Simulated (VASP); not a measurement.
Wanted: the native input for a VASP 6.6.1 run.

```
Task                   : single point
Functional             : PBE
Potentials or basis    : VASP PAW PBE potentials, release 64 (Sr_sv, Cl)
Cutoff                 : 520 eV
k mesh                 : 6 × 6 × 6
Occupations            : gaussian, width 0.05 eV
Spin                   : no spin polarisation
Dipole correction      : no
Further INCAR settings : ALGO = Normal; EDIFF = 1e-06; NBANDS = 19
```

The structure of SrCl2 lies in POSCAR:

```
SrCl2
1.0
    0.0000000000      3.4795185797      3.3695657926
    3.4795185797      0.0000000000      3.3695657926
    3.4795185797      3.4795185797      0.0000000000
Sr Cl
1 2
Direct
    0.0000000000      0.0000000000      0.0000000000
    0.2500000000      0.2500000000      0.2500000000
    0.7500000000      0.7500000000      0.7500000000
```

These files were run (other wordings do the same):

INCAR

```
PREC = Accurate ; ENCUT = 520
EDIFF = 1E-6 ; ISMEAR = 0
SIGMA = 0.05 ; LREAL = False
LASPH = True ; NELM = 80
ALGO = Normal ; ISIF = 2
LWAVE = False ; LCHARG = False
GGA = PE ; NBANDS = 19
```

KPOINTS

```
regular mesh
0
Gamma
  6 6 6
```

Potentials or basis: VASP PAW PBE potentials, release 64 (Sr_sv, Cl).

The run is started by

```sh
$ cat potpaw_PBE.64/Sr_sv/POTCAR potpaw_PBE.64/Cl/POTCAR > POTCAR
$ mpirun -np 1 vasp_std > vasp.out
```

Results of the run:

```json
{
  "Pressure": "2.8 GPa",
  "Band gap on the k mesh": "5.31 eV (least direct gap 5.34 eV)"
}
```

It took 26 s on 1 thread of AMD EPYC 9R45 96-Core Processor (Zen 5), with other jobs on the host, peak memory 0.2 GiB.
